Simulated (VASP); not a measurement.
Na4TmSb:

```
Na Tm Sb
1.0
     4.03385    0.00000    0.00000
    -2.01692    3.49342    0.00000
     0.00000    0.00000    8.20006
Na Tm Sb
4 1 1
Direct
  0.33333 0.66667 0.75959
  0.33333 0.66667 0.24041
  0.66667 0.33333 0.75959
  0.66667 0.33333 0.24041
  0.00000 0.00000 0.50000
  0.00000 0.00000 0.00000
```

The cell was generated, and may not be a known phase.

- Program: VASP 6.6.1
- Task: relaxation of cell and atoms
- Functional: PBE
- Potentials or basis: VASP PAW PBE potentials, release 64 (Na_pv, Tm_3, Sb), 4f in core
- Cutoff: 500 eV
- k mesh: 6 × 6 × 2
- Occupations: gaussian, width 0.1 eV
- Spin: no spin polarisation

At the start: pressure 20.5 GPa; volume 19.26 Å³/atom.

Where does the relaxation end?

Over 19 steps the energy falls by 895.0 meV/atom and the volume is 28.41 Å³/atom (+47.5 %); space group P6/mmm (No. 191, to 0.1 Å) before and after.

Step by step:
```
step  energy change (eV)  largest force (eV/Å)  pressure (GPa)  volume (Å³)
   1              0.0000                0.8857           20.47       115.55
   2             -3.0011                0.6120            2.31       161.68
   3             -3.1811                0.5495            0.34       175.35
   4             -3.1290                0.4402           -1.93       204.92
   5             -3.2163                0.4967           -0.85       187.63
   6             -3.2173                0.5031           -0.72       185.96
   7             -3.5289                0.4752           -0.81       185.11
   8             -4.6553                0.1077           -1.23       180.00
   9             -3.5709                1.7999            5.48       157.09
  10             -5.0296                0.0870           -1.09       176.14
  11             -5.1589                0.5857           -0.10       169.38
  12             -5.1857                0.3712           -0.63       172.22
  13             -5.1892                0.4078           -0.55       171.74
  14             -5.2629                0.3906            0.38       165.84
  15             -5.2704                0.3732            0.96       162.88
  16             -5.3260                0.2371            0.71       164.72
  17             -5.3636                0.0094            0.35       168.24
  18             -5.3638                0.0059            0.38       168.02
  19             -5.3698                0.0143           -0.09       170.45
```

Final structure:
```
CELL_PARAMETERS angstrom
5.52702 0.00000 0.00000
-2.76351 4.78654 0.00000
0.00000 0.00000 6.44288
ATOMIC_POSITIONS crystal
Na 0.33333 0.66667 0.75750
Na 0.33333 0.66667 0.24250
Na 0.66667 0.33333 0.75750
Na 0.66667 0.33333 0.24250
Tm 0.00000 0.00000 0.50000
Sb 0.00000 0.00000 0.00000
```

Caveat: the k points lie up to 0.49 Å⁻¹ apart in the final cell; the volume moved by over 15 % at a fixed basis, so the end points are rough.
